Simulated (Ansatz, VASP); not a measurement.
Two plane-wave programs on HfO2

Contents of POSCAR:

```
HfO2
1.0
    5.0115875560      0.0000000000      0.0048564808
    0.0000000000      5.0777797560      0.0000000000
   -0.8571965853      0.0000000000      5.3292196247
Hf O
4 8
Direct
    0.2770456117      0.4584199851      0.7092147115
    0.7229543883      0.9584199851      0.7907852885
    0.7229543883      0.5415800149      0.2907852885
    0.2770456117      0.0415800149      0.2092147115
    0.4444466704      0.7433444685      0.9748319996
    0.5555533296      0.2433444685      0.5251680004
    0.5555533296      0.2566555315      0.0251680004
    0.4444466704      0.7566555315      0.4748319996
    0.0648382535      0.3198240528      0.3574393279
    0.9351617465      0.8198240528      0.1425606721
    0.9351617465      0.6801759472      0.6425606721
    0.0648382535      0.1801759472      0.8574393279
```

The input INCAR.step1:

```
PREC     = Accurate       # precision mode
ENCUT    = 520            # plane-wave cutoff, eV
ISMEAR   = 0              # smearing method
SIGMA    = 0.01           # smearing width, eV
LREAL    = False          # projectors in reciprocal space
LASPH    = True           # aspherical terms in the spheres
NELM     = 100            # most SCF steps
NBANDS   = 56             # bands
GGA      = PE             # functional
ALGO     = Normal         # electronic algorithm
EDIFF    = 1E-4           # SCF threshold, eV
LWAVE    = True           # write WAVECAR
LCHARG   = False          # write CHGCAR
```

INCAR.step2

```
PREC     = Accurate       # precision mode
ENCUT    = 520            # plane-wave cutoff, eV
EDIFF    = 1E-6           # SCF threshold, eV
ISMEAR   = 0              # smearing method
SIGMA    = 0.01           # smearing width, eV
LREAL    = False          # projectors in reciprocal space
LASPH    = True           # aspherical terms in the spheres
NELM     = 100            # most SCF steps
ALGO     = Normal         # electronic algorithm
ISIF     = 2              # what is computed and relaxed
LWAVE    = False          # write WAVECAR
LCHARG   = False          # write CHGCAR
METAGGA  = R2SCAN         # meta-GGA
LMIXTAU  = True         
NBANDS   = 56             # bands
ISTART   = 1
```

The input KPOINTS:

```
Automatic mesh
0
Gamma
  6 6 6
```

Input for Ansatz:

```yaml
crystal:
  lattice:
    - [5.011587556, 0.0, 0.0048564808]
    - [0.0, 5.077779756, 0.0]
    - [-0.8571965853, 0.0, 5.3292196247]
  atoms:
    - { symbol: Hf, position: [0.2770456117, 0.4584199851, 0.7092147115] }
    - { symbol: Hf, position: [0.7229543883, 0.9584199851, 0.7907852885] }
    - { symbol: Hf, position: [0.7229543883, 0.5415800149, 0.2907852885] }
    - { symbol: Hf, position: [0.2770456117, 0.0415800149, 0.2092147115] }
    - { symbol: O, position: [0.4444466704, 0.7433444685, 0.9748319996] }
    - { symbol: O, position: [0.5555533296, 0.2433444685, 0.5251680004] }
    - { symbol: O, position: [0.5555533296, 0.2566555315, 0.0251680004] }
    - { symbol: O, position: [0.4444466704, 0.7566555315, 0.4748319996] }
    - { symbol: O, position: [0.0648382535, 0.3198240528, 0.3574393279] }
    - { symbol: O, position: [0.9351617465, 0.8198240528, 0.1425606721] }
    - { symbol: O, position: [0.9351617465, 0.6801759472, 0.6425606721] }
    - { symbol: O, position: [0.0648382535, 0.1801759472, 0.8574393279] }
kpoints:
  mp_grid: { grid: [6, 6, 6] }
  band_path:
    path:
      - [0.0, 0.0, 0.0]
      - [0.0, 0.5, 0.0]
      - [0.0, 0.5, 0.5]
      - [0.0, 0.0, 0.5]
      - [-0.5, 0.0, 0.5]
      - [-0.5, 0.5, 0.5]
      - [-0.5, 0.5, 0.0]
      - [-0.5, 0.0, 0.0]
    npoints: 1
hamiltonian:
  xc: r2scan
scf:
  occupations: { method: fixed }
  n_extra_bands: 7
output:
  forces: true
  stress: true
  eigenvalues: true
```

Change from the starting cell: epitaxial_xy strain -2.0%.

Alike in both runs: task single point; functional r2SCAN; k mesh 6 × 6 × 6; no spin polarisation.

|  | VASP | Ansatz |
| --- | --- | --- |
| version | VASP 6.6.1 | Ansatz 0.2.0 |
| potentials or method | VASP PAW PBE potentials, release 64 (Hf_pv, O) | plane waves, PAW |
| plane-wave cutoff (eV) | 520 | 500 |
| occupations | gaussian, width 0.01 eV | fixed |
| valence electrons in the cell | 88 | 152 |

```csv
,VASP,Ansatz,Ansatz less VASP
gap on the k mesh at the Fermi level (eV),4.67,4.71,+0.042
pressure (GPa),2.4,6.0,+3.52
"traceless stress, the component that is largest in VASP (GPa)",-6.05,-5.98,+0.071
rms of the force components (eV/Å),0.042,0.001,-0.0406
```

VASP's potentials were made for PBE, not for r2SCAN. Atom by atom the forces differ by 0.042 eV/Å (rms over components). VASP's potentials hold 88 valence electrons a cell and Ansatz's 152, so a difference there can come from the potentials and not from the codes.

Spin-orbit coupling is off throughout.
